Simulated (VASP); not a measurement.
# BeTe (F-43m) in VASP: notebook

The runs below take BeTe through single point, with PBEsol.

All numbers are computed with VASP 6.6.1; they aren't measurements. Logs are shortened: lines on timing, memory, paths and dates and some standing lists are left out, and cuts for length are marked.

## 1. The cell of the first run

Symmetry: F-43m, No. 216, cubic system. The conventional cell has a = 5.248 Å, b = 5.248 Å, c = 5.248 Å, α = 90.00°, β = 90.00°, γ = 90.00°. Be (site symmetry -43m) has 4 Te at 2.27 Å within 3.0 Å. Within 3.0 Å of Te (site symmetry -43m) lie 4 Be at 2.27 Å.

## 2. Single point, PBEsol

INCAR

```
  ALGO = Normal
  EDIFF = 1E-6
  ENCUT = 520
  GGA = PS
  ISIF = 2
  ISMEAR = 0
  LASPH = T
  LCHARG = T
  LELF = T
  LREAL = F
  LVHAR = T
  LWAVE = F
  NBANDS = 11
  NELM = 60
  PREC = Accurate
  SIGMA = 0.05
```

KPOINTS

```
k-points
0
Gamma
  10 10 10
```

POSCAR

```
BeTe
1.0
    0.0000000000      2.6239330170      2.6239330170
    2.6239330170      0.0000000000      2.6239330170
    2.6239330170      2.6239330170      0.0000000000
Be Te
1 1
Direct
    0.0000000000      0.0000000000      0.0000000000
    0.2500000000      0.2500000000      0.2500000000
```

Potentials or basis: VASP PAW PBE potentials, release 64 (Be, Te).

On the command line:

```console
cat potpaw_PBE.64/Be/POTCAR potpaw_PBE.64/Te/POTCAR > POTCAR
mpirun -np 1 vasp_std > vasp.out
```

OUTCAR:

```text
EDIFF = 1E-6
   ENCUT = 520
   GGA = PS
   ISIF = 2
   ISMEAR = 0
   LASPH = T
   LREAL = F
   NELM = 60
   PREC = Accurate

 ion  position               nearest neighbor table
   1  0.000  0.000  0.000-   2 2.27   2 2.27   2 2.27   2 2.27
   2  0.250  0.250  0.250-   1 2.27   1 2.27   1 2.27   1 2.27

  LATTYP: Found a face centered cubic cell.
 ALAT       =     5.2478660340

  Lattice vectors:

 A1 = (   0.0000000000,   2.6239330170,   2.6239330170)
 A2 = (   2.6239330170,   0.0000000000,   2.6239330170)
 A3 = (   2.6239330170,   2.6239330170,   0.0000000000)

Analysis of symmetry for initial positions (statically):
=====================================================================
 Subroutine PRICEL returns:
 Original cell was already a primitive cell.

 Routine SETGRP: Setting up the symmetry group for a
 face centered cubic supercell.

 Subroutine GETGRP returns: Found 24 space group operations
 (whereof 24 operations were pure point group operations)
 out of a pool of 48 trial point group operations.

The static configuration has the point symmetry T_d .

Analysis of symmetry for dynamics (positions and initial velocities):
=====================================================================
 Subroutine PRICEL returns:
 Original cell was already a primitive cell.

 Routine SETGRP: Setting up the symmetry group for a
 face centered cubic supercell.

 Subroutine GETGRP returns: Found 24 space group operations
 (whereof 24 operations were pure point group operations)
 out of a pool of 48 trial point group operations.

The dynamic configuration has the point symmetry T_d .

 Subroutine INISYM returns: Found 24 space group operations
 (whereof 24 operations are pure point group operations),
 and found     1 'primitive' translations

----------------------------------------------------------------------------------------

                                     Primitive cell

  volume of cell :      36.1317

  direct lattice vectors                    reciprocal lattice vectors
     0.000000000  2.623933017  2.623933017    -0.190553645  0.190553645  0.190553645
     2.623933017  0.000000000  2.623933017     0.190553645 -0.190553645  0.190553645
     2.623933017  2.623933017  0.000000000     0.190553645  0.190553645 -0.190553645

  length of vectors
     3.710801659  3.710801659  3.710801659     0.330048594  0.330048594  0.330048594

  position of ions in fractional coordinates (direct lattice)
     0.000000000  0.000000000  0.000000000
     0.250000000  0.250000000  0.250000000

  ion indices of the primitive-cell ions
   primitive index   ion index
                 1           1
                 2           2

----------------------------------------------------------------------------------------

 KPOINTS: k-points

Automatic generation of k-mesh.
 Grid dimensions read from file:
 generate k-points for:   10   10   10

 Generating k-lattice:

  Cartesian coordinates                     Fractional coordinates (reciprocal lattice)
    -0.019055364  0.019055364  0.019055364     0.100000000  0.000000000  0.000000000
     0.019055364 -0.019055364  0.019055364     0.000000000  0.100000000  0.000000000
     0.019055364  0.019055364 -0.019055364     0.000000000  0.000000000  0.100000000

  Length of vectors
     0.033004859  0.033004859  0.033004859

  Shift w.r.t. Gamma in fractional coordinates (k-lattice)
     0.000000000  0.000000000  0.000000000

 Subroutine IBZKPT returns following result:
 ===========================================

 Found     47 irreducible k-points:

 Following reciprocal coordinates:
            Coordinates               Weight
  0.000000  0.000000  0.000000      1.000000
  0.100000  0.000000  0.000000      8.000000
  0.200000  0.000000  0.000000      8.000000
  0.300000  0.000000  0.000000      8.000000
  0.400000  0.000000  0.000000      8.000000
  0.500000  0.000000  0.000000      4.000000
[... 16 lines left out ...]
  0.300000  0.300000  0.000000      6.000000
  0.400000  0.300000  0.000000     24.000000
 [... further k-points ...]
   k-points           NKPTS =     47   k-points in BZ     NKDIM =     47   number of bands    NBANDS=     11
   number of dos      NEDOS =    301   number of ions     NIONS =      2
   total plane-waves  NPLWV =  21952
   dimension x,y,z NGX =    28 NGY =   28 NGZ =   28
   dimension x,y,z NGXF=    56 NGYF=   56 NGZF=   56
   ions per type =               1   1
   NGX,Y,Z   is equivalent  to a cutoff of  12.54, 12.54, 12.54 a.u.
   NGXF,Y,Z  is equivalent  to a cutoff of  25.09, 25.09, 25.09 a.u.
 SYSTEM =  unknown system
   PREC   = accura    normal or accurate (medium, high low for compatibility)
   ISTART =      0    job   : 0-new  1-cont  2-samecut
   ICHARG =      2    charge: 1-file 2-atom 10-const
   ISPIN  =      1    spin polarized calculation?
   LNONCOLLINEAR =      F non collinear calculations
   LSORBIT =      F    spin-orbit coupling
   LASPH  =      T    aspherical Exc in radial PAW
   ENCUT  =  520.0 eV  38.22 Ry    6.18 a.u.   6.90  6.90  6.90*2*pi/ulx,y,z
   NELM   =     60;   NELMIN=  2; NELMDL= -5     # of ELM steps
   EDIFF  = 0.1E-05   stopping-criterion for ELM
   LREAL  =      F    real-space projection
   EDIFFG = 0.1E-04   stopping-criterion for IOM
   NSW    =      0    number of steps for IOM
   IBRION =     -1    ionic relax: 0-MD 1-quasi-New 2-CG
   NFREE  =      0    steps in history (QN), initial steepest desc. (CG)
   ISIF   =      2    stress and relaxation
   ISYM   =      2    0-nonsym 1-usesym 2-fastsym
   POTIM  = 0.5000    time-step for ionic-motion
   TEBEG  =    0.0;   TEEND  =   0.0 temperature during run
   PSTRESS=    0.0 pullay stress
   NELECT =       8.0000    total number of electrons
   NUPDOWN=      -1.0000    fix difference up-down
   EMIN   =  10.00;   EMAX   =-10.00  energy-range for DOS
   EFERMI =   0.00;   METHOD = LEGACY
   ISMEAR =     0;   SIGMA  =   0.05  broadening in eV -4-tet -1-fermi 0-gaus
   EFERMI_NEDOS =   21; number of points for ismear=-14 and -15
   IALGO  =     38    algorithm
   IMIX   =      4    mixing-type and parameters
     AMIX     =   0.40;   BMIX     =  1.00
     AMIX_MAG =   1.60;   BMIX_MAG =  1.00
  volume/ion in A,a.u.               =      18.07       121.91
  Fermi-wavevector in a.u.,A,eV,Ry     =   0.990396  1.871577 13.345732  0.980884
  Thomas-Fermi vector in A             =   2.122063
   LORBIT       =      0    0 simple, 1 ext, 2 COOP (PROOUT), +10 PAW based schemes
   GGA     = PS    functional components
   LHFCALC =     F    Hartree Fock is set to
   AEXX    =    0.0000 exact exchange contribution
   IVDW    =     0    specifies the selected vdW correction
   LEPSILON=     F    determine dielectric tensor
   LRPA    =     F    only Hartree local field effects (RPA)
 non-spin polarized calculation
 Gauss-broadening in eV      SIGMA  =   0.05
  energy-cutoff  :      520.00
  volume of cell :       36.13
 maximum number of plane-waves:       990
   NGX = 13   NGY = 13   NGZ = 13

 number of electron       8.0000000 magnetization

 Free energy of the ion-electron system (eV)
  ---------------------------------------------------
  ext. energy  EPLUGINS =         0.00000000
  ---------------------------------------------------
  free energy    TOTEN  =        -7.83109134 eV

  energy without entropy =       -7.83109134  energy(sigma->0) =       -7.83109134

 E-fermi :   7.8996     XC(G=0): -10.0635

 val. band max:        7.6546466646   @ k =   0.0000   0.0000   0.0000
 cond. band min:       8.9041461303   @ k =   0.5000   0.5000   0.0000
 fundamental gap:      1.2494994657
 Fermi energy:         7.8996281834

 k-point     1 :       0.0000    0.0000    0.0000
  band No.  band energies     occupation
      1      -6.2951      2.00000
      2       7.6546      2.00000
      3       7.6546      2.00000
      4       7.6546      2.00000
      5      11.0008      0.00000
      6      11.0008      0.00000
      7      11.0008      0.00000
      8      13.0532      0.00000
      9      16.1134      0.00000
     10      18.3459      0.00000
     11      18.3459      0.00000

 k-point     2 :       0.1000    0.0000    0.0000
  band No.  band energies     occupation
      1      -6.1688      2.00000
      2       6.4828      2.00000
      3       7.4143      2.00000
      4       7.4143      2.00000
      5      11.3090      0.00000
      6      11.3250      0.00000
      7      11.3250      0.00000
      8      13.8234      0.00000
      9      16.3670      0.00000
     10      17.2742      0.00000
     11      17.2742      0.00000

 k-point     3 :       0.2000    0.0000    0.0000
  band No.  band energies     occupation
      1      -5.8021      2.00000
      2       4.4714      2.00000
      3       6.9339      2.00000
      4       6.9339      2.00000
      5      11.4009      0.00000
      6      11.9082      0.00000
      7      11.9082      0.00000
      8      15.1275      0.00000
      9      16.6775      0.00000
     10      16.6775      0.00000
     11      16.8620      0.00000

 k-point     4 :       0.3000    0.0000    0.0000
  band No.  band energies     occupation
      1      -5.2445      2.00000
      2       2.5749      2.00000
      3       6.4933      2.00000
      4       6.4933      2.00000
      5      11.3568      0.00000
      6      12.1670      0.00000
      7      12.1670      0.00000
      8      15.4295      0.00000
      9      17.1464      0.00000
     10      17.1464      0.00000
     11      17.6855      0.00000

 k-point     5 :       0.4000    0.0000    0.0000
  band No.  band energies     occupation
      1      -4.6411      2.00000
      2       1.1310      2.00000
      3       6.2047      2.00000
      4       6.2047      2.00000
      5      11.3127      0.00000
      6      12.1026      0.00000
      7      12.1026      0.00000
      8      15.2155      0.00000
      9      18.5447      0.00000
     10      18.5447      0.00000
     11      18.8308      0.00000
[... 211 lines left out ...]
 k-point    21 :      -0.3000    0.2000    0.0000
  band No.  band energies     occupation
      1      -4.4845      2.00000
      2       1.8861      2.00000
      3       3.8447      2.00000
      4       5.9974      2.00000
      5      11.2946      0.00000
      6      13.1668      0.00000
      7      13.7134      0.00000
      8      15.5381      0.00000
      9      16.3707      0.00000
     10      18.1811      0.00000
     11      20.5500      0.00000

 k-point    22 :      -0.2000    0.2000    0.0000
  band No.  band energies     occupation
      1      -5.0546      2.00000
      2       3.0372      2.00000
      3       4.3333      2.00000
      4       6.5870      2.00000
      5      11.8092      0.00000
      6      12.4941      0.00000
      7      13.3654      0.00000
      8      14.5183      0.00000
      9      15.6359      0.00000
     10      18.5913      0.00000
     11      20.2444      0.00000

 k-point    23 :       0.3000    0.3000    0.0000
  band No.  band energies     occupation
      1      -4.8826      2.00000
      2       3.4175      2.00000
      3       4.8855      2.00000
      4       4.8855      2.00000
      5       9.5328      0.00000
      6      11.1027      0.00000
      7      15.6489      0.00000
      8      15.6489      0.00000
      9      18.8726      0.00000
     10      19.8569      0.00000
     11      20.1622      0.00000

 k-point    24 :       0.4000    0.3000    0.0000
  band No.  band energies     occupation
      1      -4.4052      2.00000
      2       2.4720      2.00000
      3       4.2707      2.00000
      4       4.6207      2.00000
      5       9.6416      0.00000
      6      10.9793      0.00000
      7      16.1188      0.00000
      8      16.1412      0.00000
      9      19.6851      0.00000
     10      20.6242      0.00000
     11      21.0792      0.00000

 [... further k-points ...]
[... 5 lines left out ...]
  --------------------------------------------------------------------------------------
  -------------------------------------------------------------------------------------
  Total        4.0825837      4.0825837      4.0825837     -0.0000000     -0.0000000      0.0000000
  in kB      181.0328777    181.0328777    181.0328777     -0.0000000     -0.0000000      0.0000000
  external PRESSURE =     181.0328777 kB  Pullay stress =       0.0000000 kB

 VOLUME and BASIS-vectors are now :
 -----------------------------------------------------------------------------
  energy-cutoff  :      520.00
  volume of cell :       36.13
      direct lattice vectors                 reciprocal lattice vectors
     0.000000000  2.623933017  2.623933017    -0.190553645  0.190553645  0.190553645
     2.623933017  0.000000000  2.623933017     0.190553645 -0.190553645  0.190553645
     2.623933017  2.623933017  0.000000000     0.190553645  0.190553645 -0.190553645

 POSITION                                       TOTAL-FORCE (eV/Angst)
 -----------------------------------------------------------------------------------
      0.00000      0.00000      0.00000        -0.000000     -0.000000     -0.000000
      1.31197      1.31197      1.31197         0.000000      0.000000      0.000000
 -----------------------------------------------------------------------------------
    total drift:                                0.000000      0.000000      0.000000

  FREE ENERGIE OF THE ION-ELECTRON SYSTEM (eV)
  ---------------------------------------------------
  free  energy   TOTEN  =        -7.8310913366 eV

  energy  without entropy=       -7.8310913366  energy(sigma->0) =       -7.83109134
```

Wall time 30 s (1 thread of Intel Xeon 6975P-C, shared host); peak memory 0.17 GiB.

What came out:

```yaml
Free_energy: -7.8311 eV
Pressure: 18.1 GPa
Band_gap_on_the_k_mesh: 1.25 eV, indirect (least direct gap 3.35 eV)
```

Caveat: the PAW data sets were made with another functional, which shifts forces and pressure a little; spin-orbit coupling is left out, which moves the levels of the heavy elements.

## 3. Single point, PBEsol

This run uses another cell than the first one, of 21.25 Å³/atom, 1.176 times its volume.

INCAR

```
SYSTEM = BeTe
ALGO = Normal
EDIFF = 1E-7
ENCUT = 520
GGA = PS
ISIF = 2
ISMEAR = 0
LASPH = .True.
LCHARG = .False.
LREAL = .False.
LWAVE = .False.
NBANDS = 11
NELM = 80
PREC = Accurate
SIGMA = 0.05
```

KPOINTS

```
k-points
0
Gamma
  10 10 10
  0 0 0
```

POSCAR

```
BeTe
1.0
    0.0000000000      2.7700000000      2.7700000000
    2.7700000000      0.0000000000      2.7700000000
    2.7700000000      2.7700000000      0.0000000000
Be Te
1 1
Direct
    0.0000000000      0.0000000000      0.0000000000
    0.2500000000      0.2500000000      0.2500000000
```

Potentials or basis: VASP PAW PBE potentials, release 64 (Be, Te).

On the command line:

```console
cat potpaw_PBE.64/Be/POTCAR potpaw_PBE.64/Te/POTCAR > POTCAR
mpirun -np 1 vasp_std > vasp.out
```

Wall time 41 s (1 thread of Intel Xeon 6975P-C, shared host); peak memory 0.18 GiB.

Results (log left out):

* Free energy: -8.2037 eV
* Pressure: 2.5 GPa
* Band gap on the k mesh: 1.73 eV, indirect (least direct gap 3.55 eV)

Levels at points of the mesh, in eV from the valence-band top:
| k point | band 2 | band 3 | band 4 | band 5 | band 6 | band 7 |
| --- | --- | --- | --- | --- | --- | --- |
| (0.00, 0.00, 0.00) | 0.00 | 0.00 | 0.00 | 3.55 | 3.55 | 3.55 |
| (0.50, 0.00, 0.00) | -5.90 | -1.22 | -1.22 | 3.17 | 4.53 | 4.53 |
| (0.50, 0.50, 0.00) | -5.40 | -2.85 | -2.85 | 1.73 | 2.54 | 10.02 |

Caveat: the PAW data sets were made with another functional, which shifts forces and pressure a little; spin-orbit coupling is left out, which moves the levels of the heavy elements. PBEsol gaps usually lie below the measured ones, often by a third to a half.
